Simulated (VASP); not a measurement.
Crystal: H4SO.

```
CELL_PARAMETERS angstrom
0.00000 3.09140 3.09140
3.09140 0.00000 3.09140
3.09140 3.09140 0.00000
ATOMIC_POSITIONS crystal
H 0.87722 0.37426 0.37426
H 0.37426 0.37426 0.37426
H 0.37426 0.87722 0.37426
H 0.37426 0.37426 0.87722
S 0.00000 0.00000 0.00000
O 0.75000 0.75000 0.75000
```

The cell was generated, and may not be a known phase.

Base run:

```yaml
Program: VASP 6.6.1
Functional: PBE
Dispersion: D3(BJ)
Potentials_or_basis: VASP PAW PBE potentials, release 64 (H, S, O)
Cutoff: 520 eV
k_mesh: 6 × 6 × 6
Occupations: gaussian, width 0.1 eV
Spin: collinear spin, ferromagnetic start
Starting_moments: "[0.0, 0.0, 0.0, 0.0, 0.0, 1.0] μB"
```

Its results: pressure -19.2 GPa; largest force 0.071 eV/Å.

**Question.** The run is repeated on the same cell with these changes: spin from collinear spin, ferromagnetic start to no spin polarisation; further incar settings from ALGO = Fast; EDIFF = 1e-07; NBANDS = 21 to ALGO = Normal; EDIFF = 1e-07; NBANDS = 17. What comes out?

**Answer.** Pressure -22.0 GPa; largest force 0.043 eV/Å.

Caveats: the cell stands under tension.
